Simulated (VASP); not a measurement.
**Tl: electric field gradients with PBE**

Crystal: Tl.

```
CELL_PARAMETERS angstrom
0.00000 2.17934 2.17934
2.17934 0.00000 2.17934
2.17934 2.17934 0.00000
ATOMIC_POSITIONS crystal
Tl 0.00000 0.00000 0.00000
```

This cell differs from its parent crystal: volume scaled by 1.02.

| Quantity | Value |
| --- | --- |
| Program | VASP 6.6.1 |
| Task | electric field gradients |
| Functional | PBE |
| Potentials or basis | VASP PAW PBE potentials, release 64 (Tl_d) |
| Cutoff | 520 eV |
| k mesh | 16 × 16 × 16 |
| Occupations | fermi-dirac, width 0.05 eV |
| Spin | no spin polarisation |
| Dipole correction | no |
| Further INCAR settings | ALGO = Normal; EDIFF = 1e-08; NBANDS = 12 |

```yaml
Pressure: 33.7 GPa
```

Levels at points of the mesh, in eV from the Fermi level:
| k point | band 4 | band 5 | band 6 | band 7 | band 8 | band 9 |
| --- | --- | --- | --- | --- | --- | --- |
| (0.00, 0.00, 0.00) | -12.52 | -11.91 | -11.91 | 10.93 | 12.74 | 12.74 |
| (0.50, 0.00, 0.00) | -11.39 | -11.39 | -5.26 | -4.70 | 10.29 | 10.29 |
| (0.50, 0.50, 0.00) | -11.25 | -11.25 | -3.21 | -2.77 | 4.48 | 4.48 |

It took 13 s on 1 thread of Intel(R) Xeon(R) 6975P-C (Granite Rapids) (shared host), peak memory 0.16 GiB.

Caveat: without QUAD_EFG the Cq values of the log hold for a quadrupole moment of 1 mb, not for the nuclei; spin-orbit coupling is left out, which moves the levels of the heavy elements.
